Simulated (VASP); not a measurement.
# LiBr (Fm-3m) in VASP: notebook

LiBr is run at these levels: r2SCAN, PBE, PBEsol, LDA; tasks: single point, relaxation of cell and atoms.

Program: VASP 6.6.1. These are calculated values, not measurements. Logs are shortened: lines on timing, memory, paths and dates and some standing lists are left out, and cuts for length are marked.

## 1. The cell of the first run

It takes space group Fm-3m (No. 225, cubic). The conventional cell has a = 5.479 Å, b = 5.479 Å, c = 5.479 Å, α = 90.00°, β = 90.00°, γ = 90.00°. Within 3.6 Å of Li (site symmetry m-3m) lie 6 Br at 2.74 Å. Within 3.6 Å of Br (site symmetry m-3m) lie 6 Li at 2.74 Å.

## 2. Single point, r2SCAN

POSCAR reads:

```
LiBr
1.0
    0.0000000000      2.7395485848      2.7395485848
    2.7395485848      0.0000000000      2.7395485848
    2.7395485848      2.7395485848      0.0000000000
Li Br
1 1
Direct
    0.0000000000      0.0000000000      0.0000000000
    0.5000000000      0.5000000000      0.5000000000
```

INCAR.step1 reads:

```
  PREC = Accurate
  ENCUT = 830
  ISMEAR = -1
  SIGMA = 0.02
  LREAL = False
  LASPH = True
  NELM = 120
  NBANDS = 12
  GGA = PE
  ALGO = Normal
  EDIFF = 1E-5
  LWAVE = True
  LCHARG = False
  GGA_COMPAT = False
```

INCAR.step2 reads:

```
  PREC = Accurate
  ENCUT = 830
  EDIFF = 1E-6
  ISMEAR = -1
  SIGMA = 0.02
  LREAL = False
  LASPH = True
  NELM = 120
  ALGO = Normal
  ISIF = 2
  LWAVE = False
  LCHARG = False
  METAGGA = R2SCAN
  LMIXTAU = True
  NBANDS = 12
  ISTART = 1
  GGA_COMPAT = False
```

KPOINTS reads:

```
regular mesh
0
Gamma
  8 8 8
```

Potentials or basis: VASP PAW PBE potentials, release 64 (Li_sv, Br).

Command:

```console
cat potpaw_PBE.64/Li_sv/POTCAR potpaw_PBE.64/Br/POTCAR > POTCAR
cp INCAR.step1 INCAR
mpirun -np 1 vasp_std > vasp.out
cp INCAR.step2 INCAR
mpirun -np 1 vasp_std > vasp.out
```

OUTCAR:

```text
PREC = Accurate
   ENCUT = 830
   EDIFF = 1E-6
   ISMEAR = -1
   LREAL = False
   LASPH = True
   NELM = 120
   ISIF = 2
   METAGGA = R2SCAN
   ISTART = 1

 ion  position               nearest neighbor table
   1  0.000  0.000  0.000-
   2  0.500  0.500  0.500-

  LATTYP: Found a face centered cubic cell.
 ALAT       =     5.4790971696

  Lattice vectors:

 A1 = (   0.0000000000,   2.7395485848,   2.7395485848)
 A2 = (   2.7395485848,   0.0000000000,   2.7395485848)
 A3 = (   2.7395485848,   2.7395485848,   0.0000000000)

Analysis of symmetry for initial positions (statically):
=====================================================================
 Subroutine PRICEL returns:
 Original cell was already a primitive cell.

 Routine SETGRP: Setting up the symmetry group for a
 face centered cubic supercell.

 Subroutine GETGRP returns: Found 48 space group operations
 (whereof 48 operations were pure point group operations)
 out of a pool of 48 trial point group operations.

The static configuration has the point symmetry O_h .

Analysis of symmetry for dynamics (positions and initial velocities):
=====================================================================
 Subroutine PRICEL returns:
 Original cell was already a primitive cell.

 Routine SETGRP: Setting up the symmetry group for a
 face centered cubic supercell.

 Subroutine GETGRP returns: Found 48 space group operations
 (whereof 48 operations were pure point group operations)
 out of a pool of 48 trial point group operations.

The dynamic configuration has the point symmetry O_h .

 Subroutine INISYM returns: Found 48 space group operations
 (whereof 48 operations are pure point group operations),
 and found     1 'primitive' translations

----------------------------------------------------------------------------------------

                                     Primitive cell

  volume of cell :      41.1213

  direct lattice vectors                    reciprocal lattice vectors
     0.000000000  2.739548585  2.739548585    -0.182511821  0.182511821  0.182511821
     2.739548585  0.000000000  2.739548585     0.182511821 -0.182511821  0.182511821
     2.739548585  2.739548585  0.000000000     0.182511821  0.182511821 -0.182511821

  length of vectors
     3.874306763  3.874306763  3.874306763     0.316119746  0.316119746  0.316119746

  position of ions in fractional coordinates (direct lattice)
     0.000000000  0.000000000  0.000000000
     0.500000000  0.500000000  0.500000000

  ion indices of the primitive-cell ions
   primitive index   ion index
                 1           1
                 2           2

----------------------------------------------------------------------------------------

 KPOINTS: regular mesh

Automatic generation of k-mesh.
 Grid dimensions read from file:
 generate k-points for:    8    8    8

 Generating k-lattice:

  Cartesian coordinates                     Fractional coordinates (reciprocal lattice)
    -0.022813978  0.022813978  0.022813978     0.125000000  0.000000000  0.000000000
     0.022813978 -0.022813978  0.022813978     0.000000000  0.125000000  0.000000000
     0.022813978  0.022813978 -0.022813978     0.000000000  0.000000000  0.125000000

  Length of vectors
     0.039514968  0.039514968  0.039514968

  Shift w.r.t. Gamma in fractional coordinates (k-lattice)
     0.000000000  0.000000000  0.000000000

 Subroutine IBZKPT returns following result:
 ===========================================

 Found     29 irreducible k-points:

 Following reciprocal coordinates:
            Coordinates               Weight
  0.000000  0.000000  0.000000      1.000000
  0.125000  0.000000  0.000000      8.000000
  0.250000  0.000000  0.000000      8.000000
  0.375000  0.000000  0.000000      8.000000
  0.500000  0.000000  0.000000      4.000000
  0.125000  0.125000  0.000000      6.000000
[... 16 lines left out ...]
  0.500000  0.250000  0.125000     48.000000
 -0.375000  0.250000  0.125000     24.000000
 [... further k-points ...]
   k-points           NKPTS =     29   k-points in BZ     NKDIM =     29   number of bands    NBANDS=     12
   number of dos      NEDOS =    301   number of ions     NIONS =      2
   total plane-waves  NPLWV =  46656
   dimension x,y,z NGX =    36 NGY =   36 NGZ =   36
   dimension x,y,z NGXF=    72 NGYF=   72 NGZF=   72
   ions per type =               1   1
   NGX,Y,Z   is equivalent  to a cutoff of  15.45, 15.45, 15.45 a.u.
   NGXF,Y,Z  is equivalent  to a cutoff of  30.90, 30.90, 30.90 a.u.
 SYSTEM =  unknown system
   PREC   = accura    normal or accurate (medium, high low for compatibility)
   ISTART =      1    job   : 0-new  1-cont  2-samecut
   ICHARG =      0    charge: 1-file 2-atom 10-const
   ISPIN  =      1    spin polarized calculation?
   LNONCOLLINEAR =      F non collinear calculations
   LSORBIT =      F    spin-orbit coupling
   LASPH  =      T    aspherical Exc in radial PAW
   ENCUT  =  830.0 eV  61.00 Ry    7.81 a.u.   9.10  9.10  9.10*2*pi/ulx,y,z
   NELM   =    120;   NELMIN=  2; NELMDL=  0     # of ELM steps
   EDIFF  = 0.1E-05   stopping-criterion for ELM
   LREAL  =      F    real-space projection
   EDIFFG = 0.1E-04   stopping-criterion for IOM
   NSW    =      0    number of steps for IOM
   IBRION =     -1    ionic relax: 0-MD 1-quasi-New 2-CG
   NFREE  =      0    steps in history (QN), initial steepest desc. (CG)
   ISIF   =      2    stress and relaxation
   ISYM   =      2    0-nonsym 1-usesym 2-fastsym
   POTIM  = 0.5000    time-step for ionic-motion
   TEBEG  =    0.0;   TEEND  =   0.0 temperature during run
   PSTRESS=    0.0 pullay stress
   NELECT =      10.0000    total number of electrons
   NUPDOWN=      -1.0000    fix difference up-down
   EMIN   =  10.00;   EMAX   =-10.00  energy-range for DOS
   EFERMI =   0.00;   METHOD = LEGACY
   ISMEAR =    -1;   SIGMA  =   0.02  broadening in eV -4-tet -1-fermi 0-gaus
   EFERMI_NEDOS =   21; number of points for ismear=-14 and -15
   IALGO  =     38    algorithm
   IMIX   =      4    mixing-type and parameters
     AMIX     =   0.40;   BMIX     =  1.00
     AMIX_MAG =   1.60;   BMIX_MAG =  1.00
  volume/ion in A,a.u.               =      20.56       138.75
  Fermi-wavevector in a.u.,A,eV,Ry     =   1.021847  1.931011 14.206810  1.044171
  Thomas-Fermi vector in A             =   2.155494
   LORBIT       =      0    0 simple, 1 ext, 2 COOP (PROOUT), +10 PAW based schemes
   METAGGA = R2SCAN    functional components
   LHFCALC =     F    Hartree Fock is set to
   AEXX    =    0.0000 exact exchange contribution
   IVDW    =     0    specifies the selected vdW correction
   LEPSILON=     F    determine dielectric tensor
   LRPA    =     F    only Hartree local field effects (RPA)
 non-spin polarized calculation
  energy-cutoff  :      830.00
  volume of cell :       41.12
 maximum number of plane-waves:      2252
   NGX = 19   NGY = 19   NGZ = 19

 number of electron      10.0000001 magnetization

 Free energy of the ion-electron system (eV)
  ---------------------------------------------------
  ext. energy  EPLUGINS =         0.00000000
  ---------------------------------------------------
  free energy    TOTEN  =       -19.15123603 eV

  energy without entropy =      -19.15123603  energy(sigma->0) =      -19.15123603

 E-fermi :   0.6193     XC(G=0):  -8.8511

 val. band max:        0.0155577710   @ k =   0.0000   0.0000   0.0000
 cond. band min:       5.9456127528   @ k =   0.0000   0.0000   0.0000
 fundamental gap:      5.9300549818
 Fermi energy:         0.6192603920

 k-point     1 :       0.0000    0.0000    0.0000
  band No.  band energies     occupation
      1     -45.7033      2.00000
      2     -13.9266      2.00000
      3       0.0156      2.00000
      4       0.0156      2.00000
      5       0.0156      2.00000
      6       5.9456      0.00000
      7      11.2415      0.00000
      8      11.2415      0.00000
      9      11.2415      0.00000
     10      13.5164      0.00000
     11      13.5164      0.00000
     12      13.5164      0.00000

 k-point     2 :       0.1250    0.0000    0.0000
  band No.  band energies     occupation
      1     -45.7032      2.00000
      2     -13.8587      2.00000
      3      -0.5602      2.00000
      4      -0.0299      2.00000
      5      -0.0299      2.00000
      6       6.4524      0.00000
      7      10.5511      0.00000
      8      11.1564      0.00000
      9      11.1564      0.00000
     10      12.3050      0.00000
     11      12.3050      0.00000
     12      13.8520      0.00000

 k-point     3 :       0.2500    0.0000    0.0000
  band No.  band energies     occupation
      1     -45.7028      2.00000
      2     -13.6865      2.00000
      3      -1.6714      2.00000
      4      -0.1338      2.00000
      5      -0.1338      2.00000
      6       6.8683      0.00000
      7      10.0414      0.00000
      8      10.0414      0.00000
      9      10.6708      0.00000
     10      13.1983      0.00000
     11      13.1983      0.00000
     12      14.2277      0.00000
[... 286 lines left out ...]
 k-point    23 :       0.5000    0.2500    0.1250
  band No.  band energies     occupation
      1     -45.7022      2.00000
      2     -13.3901      2.00000
      3      -2.4105      2.00000
      4      -1.2612      2.00000
      5      -0.5193      2.00000
      6       8.0513      0.00000
      7       8.7667      0.00000
      8       9.9721      0.00000
      9      11.0478      0.00000
     10      13.7754      0.00000
     11      16.5553      0.00000
     12      16.9410      0.00000

 k-point    24 :      -0.3750    0.2500    0.1250
  band No.  band energies     occupation
      1     -45.7021      2.00000
      2     -13.3217      2.00000
      3      -2.6414      2.00000
      4      -1.3576      2.00000
      5      -0.6158      2.00000
      6       7.8763      0.00000
      7       8.7235      0.00000
      8      10.0959      0.00000
      9      11.7060      0.00000
     10      14.5760      0.00000
     11      15.2147      0.00000
     12      17.6040      0.00000

 [... further k-points ...]
[... 5 lines left out ...]
  --------------------------------------------------------------------------------------
  -------------------------------------------------------------------------------------
  Total       -0.1010287     -0.1010287     -0.1010287      0.0000000     -0.0000000      0.0000000
  in kB       -3.9363014     -3.9363014     -3.9363014      0.0000000     -0.0000000      0.0000000
  external PRESSURE =      -3.9363014 kB  Pullay stress =       0.0000000 kB

 VOLUME and BASIS-vectors are now :
 -----------------------------------------------------------------------------
  energy-cutoff  :      830.00
  volume of cell :       41.12
      direct lattice vectors                 reciprocal lattice vectors
     0.000000000  2.739548585  2.739548585    -0.182511821  0.182511821  0.182511821
     2.739548585  0.000000000  2.739548585     0.182511821 -0.182511821  0.182511821
     2.739548585  2.739548585  0.000000000     0.182511821  0.182511821 -0.182511821

 POSITION                                       TOTAL-FORCE (eV/Angst)
 -----------------------------------------------------------------------------------
      0.00000      0.00000      0.00000        -0.000000      0.000000     -0.000000
      2.73955      2.73955      2.73955         0.000000     -0.000000      0.000000
 -----------------------------------------------------------------------------------
    total drift:                                0.000000      0.000000      0.000000

  FREE ENERGIE OF THE ION-ELECTRON SYSTEM (eV)
  ---------------------------------------------------
  free  energy   TOTEN  =       -19.1512360275 eV

  energy  without entropy=      -19.1512360275  energy(sigma->0) =      -19.15123603
```

Wall time 65 s (1 thread of AMD EPYC 9R45 (Zen 5), shared host); peak memory 0.2 GiB.

What came out:

| Property | Result |
| --- | --- |
| Free energy | -19.1512 eV |
| Pressure | -0.4 GPa |
| Band gap on the k mesh | 5.93 eV, direct |

Caveat: the PAW data sets were made with another functional, which shifts forces and pressure a little.

## 3. Relaxation of cell and atoms, PBE

This run uses another cell than the first one, of 20.81 Å³/atom, 1.012 times its volume.

INCAR reads:

```
SYSTEM = LiBr
  PREC = Accurate
  ENCUT = 750
  EDIFF = 1E-7
  ISMEAR = -1
  SIGMA = 0.02
  LREAL = .FALSE.
  LASPH = .TRUE.
  NELM = 120
  ALGO = Normal
  ISIF = 3
  LWAVE = .FALSE.
  LCHARG = .FALSE.
  GGA = PE
  IBRION = 2
  NSW = 80
  EDIFFG = -0.005
  GGA_COMPAT = .FALSE.
  NELMIN = 4
```

KPOINTS reads:

```
regular mesh
0
G
  8 8 8
  0 0 0
```

POSCAR reads:

```
LiBr
1.0
    0.0000000000      2.7506500000      2.7506500000
    2.7506500000      0.0000000000      2.7506500000
    2.7506500000      2.7506500000      0.0000000000
Li Br
1 1
Direct
    0.0000000000      0.0000000000      0.0000000000
    0.5000000000      0.5000000000      0.5000000000
```

Potentials or basis: VASP PAW PBE potentials, release 64 (Li_sv, Br).

Command:

```console
cat potpaw_PBE.64/Li_sv/POTCAR potpaw_PBE.64/Br/POTCAR > POTCAR
mpirun -np 1 vasp_std > vasp.out
```

It took 15 s on 1 thread of AMD EPYC 9R45 (Zen 5), shared host; peak memory 0.19 GiB.

The run converged. Its results:

```
Free energy                            : -6.6415 eV
Relaxed volume                         : 20.85 Å³/atom
Relaxed cell                           : a = 3.892 Å, b = 3.892 Å, c = 3.892 Å, α = 60.00°, β = 60.00°, γ = 60.00°
Space group after relaxing (to 0.05 Å) : Fm-3m (No. 225)
Energy gained by relaxing              : 0.0 meV/atom
Ionic steps                            : 2
Pressure after relaxing                : 0.0 GPa
Band gap on the k mesh                 : 4.93 eV, direct
```

Final structure:
```xyz
2
Lattice="0.0000 2.7521 2.7521 2.7521 0.0000 2.7521 2.7521 2.7521 0.0000" Properties=species:S:1:pos:R:3 pbc="T T T"
Li    2.7521    2.7521    0.0000
Br    2.7521    2.7521    2.7521
```

Levels at points of the mesh, in eV from the valence-band top:
```tsv
k point	band 2	band 3	band 4	band 5	band 6	band 7	band 8	band 9
(0.00, 0.00, 0.00)	-13.43	0.00	0.00	0.00	4.93	10.50	10.50	10.50
(0.50, 0.00, 0.00)	-12.96	-2.87	-0.26	-0.26	5.62	8.11	8.11	11.74
(0.50, 0.50, 0.00)	-12.77	-2.87	-1.13	-1.13	6.24	7.12	11.61	12.42
```

PBE gaps usually lie below the measured ones, often by a third to a half.

## 4. Relaxation of cell and atoms, PBEsol

This run uses another cell than the first one, of 20.92 Å³/atom, 1.017 times its volume.

INCAR reads:

```
ALGO = Normal
EDIFF = 1E-7
EDIFFG = -0.005
ENCUT = 750
GGA = PS
GGA_COMPAT = F
IBRION = 2
ISIF = 3
ISMEAR = -1
LASPH = T
LCHARG = F
LREAL = F
LWAVE = F
NELM = 120
NELMIN = 4
NSW = 80
PREC = Accurate
SIGMA = 0.02
```

KPOINTS reads:

```
k-points
0
Gamma
  8 8 8
```

POSCAR reads:

```
LiBr
1.0
    0.0000000000      2.7554040780      2.7554040780
    2.7554040780      0.0000000000      2.7554040780
    2.7554040780      2.7554040780      0.0000000000
Li Br
1 1
Direct
    0.0000000000      0.0000000000      0.0000000000
    0.5000000000      0.5000000000      0.5000000000
```

Command:

```console
cat potpaw_PBE.64/Li_sv/POTCAR potpaw_PBE.64/Br/POTCAR > POTCAR
mpirun -np 1 vasp_std > vasp.out
```

Wall time 26 s (1 thread of AMD EPYC 9R45 (Zen 5), shared host); peak memory 0.18 GiB.

The run converged. Its results:

- Free energy: -6.9357 eV
- Relaxed volume: 19.79 Å³/atom
- Relaxed cell: a = 3.825 Å, b = 3.825 Å, c = 3.825 Å, α = 60.00°, β = 60.00°, γ = 60.00°
- Space group after relaxing (to 0.05 Å): Fm-3m (No. 225)
- Energy gained by relaxing: 5.3 meV/atom
- Ionic steps: 4
- Pressure after relaxing: 0.0 GPa
- Band gap on the k mesh: 4.99 eV, direct

Step by step:
```
step  energy change (eV)  largest force (eV/Å)  pressure (GPa)  volume (Å³)
   1              0.0000                0.0000           -1.43        41.84
   2             -0.0078                0.0000           -0.78        40.72
   3             -0.0106                0.0000           -0.04        39.64
   4             -0.0106                0.0000            0.00        39.58
```

Final structure:
```
CELL_PARAMETERS angstrom
0.00000 2.70488 2.70488
2.70488 0.00000 2.70488
2.70488 2.70488 0.00000
ATOMIC_POSITIONS crystal
Li 0.00000 0.00000 0.00000
Br 0.50000 0.50000 0.50000
```

Levels at points of the mesh, in eV from the valence-band top:
```tsv
k point	band 2	band 3	band 4	band 5	band 6	band 7	band 8	band 9
(0.00, 0.00, 0.00)	-13.64	0.00	0.00	0.00	4.99	10.42	10.42	10.42
(0.50, 0.00, 0.00)	-13.10	-3.15	-0.29	-0.29	5.48	8.03	8.03	12.16
(0.50, 0.50, 0.00)	-12.87	-3.17	-1.26	-1.26	6.23	6.86	11.91	12.68
```

Caveat: the PAW data sets were made with another functional, which shifts forces and pressure a little. A k mesh can miss the band edges.

## 5. Relaxation of cell and atoms, LDA

This run uses another cell than the first one, of 20.92 Å³/atom, 1.017 times its volume.

INCAR reads:

```
  PREC = Accurate
  ENCUT = 750
  EDIFF = 1E-7
  ISMEAR = -1
  SIGMA = 0.02
  LREAL = False
  LASPH = True
  NELM = 120
  ALGO = Normal
  ISIF = 3
  LWAVE = False
  LCHARG = False
  IBRION = 2
  NSW = 80
  EDIFFG = -0.005
  GGA_COMPAT = False
  NELMIN = 4
```

KPOINTS reads:

```
regular mesh
0
Gamma
  8 8 8
```

POSCAR is that of step 4.

Potentials or basis: VASP PAW LDA potentials, release 64 (Li_sv, Br).

Command:

```console
cat potpaw_LDA.64/Li_sv/POTCAR potpaw_LDA.64/Br/POTCAR > POTCAR
mpirun -np 1 vasp_std > vasp.out
```

Run time: 24 s. Hardware: 1 thread of AMD EPYC 9R45 (Zen 5), shared host; peak memory 0.15 GiB.

The run converged. Its results:

```
Free energy                            : -7.3731 eV
Relaxed volume                         : 18.71 Å³/atom
Relaxed cell                           : a = 3.754 Å, b = 3.754 Å, c = 3.754 Å, α = 60.00°, β = 60.00°, γ = 60.00°
Space group after relaxing (to 0.05 Å) : Fm-3m (No. 225)
Energy gained by relaxing              : 22.3 meV/atom
Ionic steps                            : 4
Pressure after relaxing                : 0.0 GPa
Band gap on the k mesh                 : 5.17 eV, direct
```

The path:
```csv
step,energy change (eV),largest force (eV/Å),pressure (GPa),volume (Å³)
1,0.0000,0.0000,-2.93,41.84
2,-0.0330,0.0000,-1.65,39.57
3,-0.0444,0.0000,-0.18,37.63
4,-0.0445,0.0000,0.02,37.41
```

Final structure:
```xyz
2
Lattice="0.0000 2.6546 2.6546 2.6546 0.0000 2.6546 2.6546 2.6546 0.0000" Properties=species:S:1:pos:R:3 pbc="T T T"
Li    2.6546    0.0000    2.6546
Br    2.6546    2.6546    2.6546
```

Levels at points of the mesh, in eV from the valence-band top:
```csv
k point,band 3,band 4,band 5,band 6,band 7,band 8
"(0.00, 0.00, 0.00)",0.00,0.00,0.00,5.17,10.43,10.43
"(0.50, 0.00, 0.00)",-3.42,-0.31,-0.31,5.41,7.90,7.90
"(0.50, 0.50, 0.00)",-3.48,-1.39,-1.39,6.23,6.72,12.27
```

Caveat: the volume moved by -11 % from the deposited cell, more than functionals usually miss. A k mesh can miss the band edges.

## 6. The runs side by side

| task | level | potentials or basis | cell | cutoff (eV) | gap on the mesh (eV) | pressure (GPa) | relaxed volume (Å³/atom) |
| --- | --- | --- | --- | --- | --- | --- | --- |
| single point | r2SCAN | VASP PAW PBE potentials, release 64 (Li_sv, Br) | a = 3.874 Å, angles 60.0°, 2 atoms | 830 | 5.93 | -0.4 | - |
| relaxation of cell and atoms | PBE | VASP PAW PBE potentials, release 64 (Li_sv, Br) | relaxed from a = 3.890 Å, angles 60.0°, 2 atoms | 750 | 4.93 | 0.0 | 20.85 |
| relaxation of cell and atoms | PBEsol | VASP PAW PBE potentials, release 64 (Li_sv, Br) | relaxed from a = 3.897 Å, angles 60.0°, 2 atoms | 750 | 4.99 | 0.0 | 19.79 |
| relaxation of cell and atoms | LDA | VASP PAW LDA potentials, release 64 (Li_sv, Br) | relaxed from a = 3.897 Å, angles 60.0°, 2 atoms | 750 | 5.17 | 0.0 | 18.71 |

Alike in all rows: no spin polarisation; k mesh 8 × 8 × 8; smearing fermi-dirac 0.02 eV.

Caveats: the PAW data sets were made with another functional, which shifts forces and pressure a little (some runs); the volume moved by -11 % from the deposited cell, more than functionals usually miss (some runs).

Total energies depend on the potentials used, so only differences within one code and one set of settings carry meaning.
